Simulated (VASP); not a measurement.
# CdS (x) in VASP: further runs, part 2 of 2

VASP 6.6.1. The steps go on from the part before.

## 4. Single point, PBEsol

INCAR reads:

```
  PREC = Accurate
  ENCUT = 540
  EDIFF = 1E-6
  ISMEAR = 0
  SIGMA = 0.01
  LREAL = False
  LASPH = True
  NELM = 120
  ALGO = Normal
  ISIF = 2
  LWAVE = False
  LCHARG = False
  GGA = PS
  NBANDS = 34
  GGA_COMPAT = False
```

KPOINTS reads:

```
Automatic mesh
0
Gamma
  9 9 4
```

POSCAR reads:

```
CdS
1.0
    4.1370000000      0.0000000000      0.0000000000
   -2.0685000000      3.5827470955      0.0000000000
    0.0000000000      0.0000000000      6.7160000000
Cd S
2 2
Direct
    0.3333333333      0.6666666667     -0.0615000000
    0.6666666667      0.3333333333      0.4385000000
    0.3333333333      0.6666666667      0.4385000000
    0.6666666667      0.3333333333      0.9385000000
```

Potentials or basis: VASP PAW PBE potentials, release 64 (Cd_sv_GW, S).

Started as:

```console
$ cat potpaw_PBE.64/Cd_sv_GW/POTCAR potpaw_PBE.64/S/POTCAR > POTCAR
$ mpirun -np 1 vasp_std > vasp.out
```

OUTCAR:

```text
PREC = Accurate
   ENCUT = 540
   EDIFF = 1E-6
   ISMEAR = 0
   LREAL = False
   LASPH = True
   NELM = 120
   ISIF = 2
   GGA = PS

 ion  position               nearest neighbor table
   1  0.333  0.667  0.938-   4 2.39   4 2.39   4 2.39
   2  0.667  0.333  0.438-   3 2.39   3 2.39   3 2.39
   3  0.333  0.667  0.438-   2 2.39   2 2.39   2 2.39
   4  0.667  0.333  0.938-   1 2.39   1 2.39   1 2.39

  LATTYP: Found a hexagonal cell.
 ALAT       =     4.1370000000
 C/A-ratio  =     1.6233985980

  Lattice vectors:

 A1 = (   4.1370000000,   0.0000000000,   0.0000000000)
 A2 = (  -2.0685000000,   3.5827470955,   0.0000000000)
 A3 = (   0.0000000000,   0.0000000000,   6.7160000000)

Analysis of symmetry for initial positions (statically):
=====================================================================
 Subroutine PRICEL returns:
 Original cell was already a primitive cell.

 Routine SETGRP: Setting up the symmetry group for a
 hexagonal supercell.

[... 166 lines left out ...]
  ---------------------------------------------------
  ext. energy  EPLUGINS =         0.00000000
  ---------------------------------------------------
  free energy    TOTEN  =       -13.07933607 eV

  energy without entropy =      -13.07933607  energy(sigma->0) =      -13.07933607

 E-fermi :   2.7405     XC(G=0):  -9.4492

 val. band max:        2.6727086121   @ k =   0.0000   0.0000   0.0000
 cond. band min:       4.0074775607   @ k =   0.0000   0.0000   0.0000
 fundamental gap:      1.3347689486
 Fermi energy:         2.7405291751

 k-point     1 :       0.0000    0.0000    0.0000
  band No.  band energies     occupation
      1     -98.6927      2.00000
      2     -98.6925      2.00000
      3     -59.8077      2.00000
      4     -59.8075      2.00000
      5     -59.7837      2.00000
      6     -59.7837      2.00000
[... 877 lines left out ...]
     33      11.8969      0.00000
     34      11.8989      0.00000

 [... further k-points ...]
[... 5 lines left out ...]
  --------------------------------------------------------------------------------------
  -------------------------------------------------------------------------------------
  Total        3.4407430      3.4407430     -2.4270709     -0.0000000      0.0000000     -0.0000000
  in kB       55.3796822     55.3796822    -39.0643568     -0.0000000      0.0000000     -0.0000000
  external PRESSURE =      23.8983359 kB  Pullay stress =       0.0000000 kB

 VOLUME and BASIS-vectors are now :
 -----------------------------------------------------------------------------
  energy-cutoff  :      540.00
  volume of cell :       99.54
      direct lattice vectors                 reciprocal lattice vectors
     4.137000000  0.000000000  0.000000000     0.241721054  0.139557716  0.000000000
    -2.068500000  3.582747095  0.000000000     0.000000000  0.279115431  0.000000000
     0.000000000  0.000000000  6.716000000     0.000000000  0.000000000  0.148898154

 POSITION                                       TOTAL-FORCE (eV/Angst)
 -----------------------------------------------------------------------------------
     -0.00000      2.38850      6.30297         0.000000      0.000000      0.000000
      2.06850      1.19425      2.94497        -0.000000     -0.000000     -0.000000
     -0.00000      2.38850      2.94497        -0.000000      0.000000     -0.000000
      2.06850      1.19425      6.30297         0.000000      0.000000     -0.000000
 -----------------------------------------------------------------------------------
    total drift:                               -0.000001      0.000000      0.000276

  FREE ENERGIE OF THE ION-ELECTRON SYSTEM (eV)
  ---------------------------------------------------
  free  energy   TOTEN  =       -13.0793360684 eV

  energy  without entropy=      -13.0793360684  energy(sigma->0) =      -13.07933607
```

It took 1.7 min on 1 thread of AMD EPYC 9R45 (Zen 5), shared host; peak memory 0.27 GiB.

What came out:

* Free energy: -13.0793 eV
* Pressure: 2.4 GPa
* Band gap on the k mesh: 1.33 eV, direct

Levels at points of the mesh, in eV from the valence-band top:
```
           k point  band 24  band 25  band 26  band 27  band 28  band 29
(0.00, 0.00, 0.00)    -0.35     0.00     0.00     1.33     1.97     6.34
(0.00, 0.00, 0.50)    -0.20    -0.20    -0.20     2.39     2.39     6.22
```

Caveat: the PAW data sets were made with another functional, which shifts forces and pressure a little. Expect the measured gap to be larger: semilocal functionals such as PBEsol lack the derivative discontinuity.

## 5. Single point, PBEsol

INCAR reads:

```
PREC     = Accurate       # precision mode
ENCUT    = 540            # plane-wave cutoff, eV
EDIFF    = 1E-6           # SCF threshold, eV
ISMEAR   = 0              # smearing method
SIGMA    = 0.01           # smearing width, eV
LREAL    = F              # projectors in reciprocal space
LASPH    = T              # aspherical terms in the spheres
NELM     = 120            # most SCF steps
ALGO     = Normal         # electronic algorithm
ISIF     = 2              # what is computed and relaxed
LWAVE    = F              # write WAVECAR
LCHARG   = F              # write CHGCAR
GGA      = PS             # functional
NBANDS   = 34             # bands
GGA_COMPAT= F
```

KPOINTS reads:

```
regular mesh
0
Gamma
  9 9 4
```

POSCAR reads:

```
CdS
1.0
    4.1370000000      0.0000000000      0.0000000000
   -2.0685000000      3.5827470955      0.0000000000
    0.0000000000      0.0000000000      6.7160000000
Cd S
2 2
Direct
    0.3333333333      0.6666666667     -0.0553523530
    0.6666666667      0.3333333333      0.4446476470
    0.3333333333      0.6666666667      0.4323523530
    0.6666666667      0.3333333333      0.9323523530
```

Potentials or basis: VASP PAW PBE potentials, release 64 (Cd_sv_GW, S).

Started as:

```console
$ cat potpaw_PBE.64/Cd_sv_GW/POTCAR potpaw_PBE.64/S/POTCAR > POTCAR
$ mpirun -np 1 vasp_std > vasp.out
```

OUTCAR:

```text
PREC = Accurate
   ENCUT = 540
   EDIFF = 1E-6
   ISMEAR = 0
   LREAL = F
   LASPH = T
   NELM = 120
   ISIF = 2
   GGA = PS

 ion  position               nearest neighbor table
   1  0.333  0.667  0.945-   4 2.39   4 2.39   4 2.39
   2  0.667  0.333  0.445-   3 2.39   3 2.39   3 2.39
   3  0.333  0.667  0.432-   2 2.39   2 2.39   2 2.39
   4  0.667  0.333  0.932-   1 2.39   1 2.39   1 2.39

  LATTYP: Found a hexagonal cell.
 ALAT       =     4.1370000000
 C/A-ratio  =     1.6233985980
[... 202 lines left out ...]
      6     -59.7791      2.00000
[... 877 lines left out ...]
     33      11.8996      0.00000
     34      11.9558      0.00000

 [... further k-points ...]
[... 5 lines left out ...]
  --------------------------------------------------------------------------------------
  -------------------------------------------------------------------------------------
  Total        3.3858301      3.3858301     -2.4439290      0.0000000      0.0000000      0.0000000
  in kB       54.4958437     54.4958437    -39.3356930      0.0000000      0.0000000      0.0000000
  external PRESSURE =      23.2186648 kB  Pullay stress =       0.0000000 kB

 VOLUME and BASIS-vectors are now :
 -----------------------------------------------------------------------------
  energy-cutoff  :      540.00
  volume of cell :       99.54
      direct lattice vectors                 reciprocal lattice vectors
     4.137000000  0.000000000  0.000000000     0.241721054  0.139557716  0.000000000
    -2.068500000  3.582747095  0.000000000     0.000000000  0.279115431  0.000000000
     0.000000000  0.000000000  6.716000000     0.000000000  0.000000000  0.148898154

 POSITION                                       TOTAL-FORCE (eV/Angst)
 -----------------------------------------------------------------------------------
     -0.00000      2.38850      6.34425         0.000000     -0.000000      0.172665
      2.06850      1.19425      2.98625         0.000000      0.000000      0.172665
     -0.00000      2.38850      2.90368        -0.000000     -0.000000     -0.172665
      2.06850      1.19425      6.26168         0.000000     -0.000000     -0.172665
 -----------------------------------------------------------------------------------
    total drift:                               -0.000001     -0.000000     -0.000282

  FREE ENERGIE OF THE ION-ELECTRON SYSTEM (eV)
  ---------------------------------------------------
  free  energy   TOTEN  =       -13.0937266170 eV

  energy  without entropy=      -13.0937266170  energy(sigma->0) =      -13.09372662
```

OSZICAR:

```text
N       E                     dE             d eps       ncg     rms          rms(c)
DAV:   1     0.112138068581E+04    0.11214E+04   -0.30137E+04  2808   0.187E+03
DAV:   2     0.128032699348E+03   -0.99335E+03   -0.91807E+03  2448   0.805E+02
DAV:   3    -0.675543601703E+01   -0.13479E+03   -0.13279E+03  3922   0.318E+02
DAV:   4    -0.139293768100E+02   -0.71739E+01   -0.71405E+01  3616   0.103E+02
DAV:   5    -0.142781533836E+02   -0.34878E+00   -0.34856E+00  3790   0.225E+01    0.347E+01
DAV:   6    -0.131359943844E+02    0.11422E+01   -0.24119E+00  4286   0.293E+01    0.247E+01
DAV:   7    -0.131697610672E+02   -0.33767E-01   -0.14491E+00  3608   0.968E+00    0.212E+00
DAV:   8    -0.130918943160E+02    0.77867E-01   -0.27414E-01  3930   0.539E+00    0.973E-01
DAV:   9    -0.130936172445E+02   -0.17229E-02   -0.37613E-02  2994   0.184E+00    0.195E-01
DAV:  10    -0.130936387204E+02   -0.21476E-04   -0.16430E-03  3918   0.543E-01    0.873E-02
DAV:  11    -0.130936889277E+02   -0.50207E-04   -0.93938E-05  3618   0.952E-02    0.619E-02
DAV:  12    -0.130937209472E+02   -0.32019E-04   -0.33481E-05  2640   0.399E-02    0.171E-02
DAV:  13    -0.130937259389E+02   -0.49917E-05   -0.76626E-06  2952   0.357E-02    0.122E-02
DAV:  14    -0.130937266170E+02   -0.67805E-06   -0.16426E-06  2194   0.229E-02
   1 F= -.13093727E+02 E0= -.13093727E+02  d E =0.000000E+00
```

It took 71 s on 1 thread of Intel Xeon 6975P-C (Granite Rapids), shared host; peak memory 0.3 GiB.

Results:

| Quantity | Value |
| --- | --- |
| Free energy | -13.0937 eV |
| Pressure | 2.3 GPa |
| Largest force | 0.173 eV/Å |
| Band gap on the k mesh | 1.33 eV, direct |

Forces on the atoms (eV/Å):
```
Cd   0.000  0.000  0.173
Cd   0.000  0.000  0.173
S    0.000  0.000 -0.173
S    0.000  0.000 -0.173
```

Stress tensor (GPa, compression positive):
```
 5.45  0.00  0.00
 0.00  5.45  0.00
 0.00  0.00 -3.93
```

Levels at points of the mesh, in eV from the valence-band top:
| k point | band 22 | band 23 | band 24 | band 25 | band 26 | band 27 | band 28 | band 29 | band 30 | band 31 |
| --- | --- | --- | --- | --- | --- | --- | --- | --- | --- | --- |
| (0.00, 0.00, 0.00) | -0.41 | -0.41 | -0.34 | 0.00 | 0.00 | 1.33 | 1.98 | 6.34 | 6.34 | 7.14 |
| (0.00, 0.00, 0.50) | -2.02 | -0.21 | -0.21 | -0.21 | -0.21 | 2.40 | 2.40 | 6.21 | 6.21 | 6.55 |

Caveat: the PAW data sets were made with another functional, which shifts forces and pressure a little.
